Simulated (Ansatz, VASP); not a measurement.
## KAg2AsP4 in VASP and in Ansatz

The input INCAR:

```
SYSTEM = KAg2AsP4
ALGO = Normal
EDIFF = 1E-6
ENCUT = 520
GGA = PE
ISIF = 2
ISMEAR = -1
LASPH = .TRUE.
LCHARG = .FALSE.
LREAL = .FALSE.
LWAVE = .FALSE.
NBANDS = 38
NELM = 80
PREC = Accurate
SIGMA = 0.1
```

The input KPOINTS:

```
k-points
0
G
  7 7 7
  0 0 0
```

Contents of POSCAR:

```
KAg2AsP4
1.0
   -3.2973160000      3.2973160000      3.9554610000
    3.2973160000     -3.2973160000      3.9554610000
    3.2973160000      3.2973160000     -3.9554610000
Ag As K P
2 1 1 4
Direct
    0.2500000000      0.7500000000      0.5000000000
    0.7500000000      0.2500000000      0.5000000000
    0.0000000000      0.0000000000      0.0000000000
    0.5000000000      0.5000000000      0.0000000000
    0.0315000000      0.6965000000      0.0000000000
    0.3035000000      0.3035000000      0.3350000000
    0.6965000000      0.0315000000      0.0000000000
    0.9685000000      0.9685000000      0.6650000000
```

Input for Ansatz:

```yaml
crystal:
  lattice:
    - [-3.297316, 3.297316, 3.955461]
    - [3.297316, -3.297316, 3.955461]
    - [3.297316, 3.297316, -3.955461]
  atoms:
    - { symbol: Ag, position: [0.25, 0.75, 0.5] }
    - { symbol: Ag, position: [0.75, 0.25, 0.5] }
    - { symbol: As, position: [0.0, 0.0, 0.0] }
    - { symbol: K, position: [0.5, 0.5, 0.0] }
    - { symbol: P, position: [0.0315, 0.6965, 0.0] }
    - { symbol: P, position: [0.3035, 0.3035, 0.335] }
    - { symbol: P, position: [0.6965, 0.0315, 0.0] }
    - { symbol: P, position: [0.9685, 0.9685, 0.665] }
  symmetry: { tolerance: 0.0003 }
kpoints:
  mp_grid: { grid: [7, 7, 7], shift: [0, 0, 0] }
  band_path:
    path:
      - [0.0, 0.0, 0.0]
      - [0.0, 0.0, 0.5]
      - [0.25, 0.25, 0.25]
      - [0.0, 0.5, 0.0]
      - [0.0, 0.0, 0.0]
      - [0.5, 0.5, -0.5]
      - [0.42372685, 0.57627315, -0.42372685]
      - [-0.42372685, 0.42372685, 0.42372685]
      - [0.0, 0.0, 0.0]
      - [0.0, 0.0, 0.5]
      - [-0.34745369, 0.34745369, 0.5]
    npoints: 6
magnetization:
  spin_polarized: false
scf:
  occupations: { method: fermi_dirac }
  lower_state_search: "off"
  max_iter: 200
hamiltonian:
  pseudopotentials: { kind: paw }
  xc: pbe
basis:
  ecutwfc: 420
  fft_grid_basis: typed
output:
  forces: true
  stress: true
  eigenvalues: true
  bader: true
  populations: true
  elf: true
  write_potential: true
  volumetric_format: npy
  dos:
    e_range: [-12, 8]
    de: 0.05
    projected: { site_lists: { Ag: [Ag], As: [As], K: [K], P: [P] } }
checkpoint:
  read: saved_state
```

Alike in both runs: task single point; functional PBE; k mesh 7 × 7 × 7; no spin polarisation.

|  | VASP | Ansatz |
| --- | --- | --- |
| version | VASP 6.6.1 | Ansatz 0.2.0 |
| potentials or method | VASP PAW PBE potentials, release 64 (Ag, As, K_sv, P), cutoff 520 eV | PAW plane waves |
| occupations | fermi-dirac, width 0.1 eV | fermi-dirac |
| valence electrons in the cell | 56 | 82 |

Ansatz gave:

| Item | Value |
| --- | --- |
| pressure (GPa) | 23.6 |
| traceless stress, the component that is largest in VASP (GPa) | 1.30 |
| rms of the force components (eV/Å) | 4.464 |

Question: What did VASP give for the same quantities?

Answer: Pressure (GPa): 24.2; traceless stress, the component that is largest in VASP (GPa): 1.26; rms of the force components (eV/Å): 4.563.

Atom by atom the forces differ by 0.098 eV/Å (rms over components). VASP's potentials hold 56 valence electrons a cell and Ansatz's 82, so a difference there can come from the potentials and not from the codes.
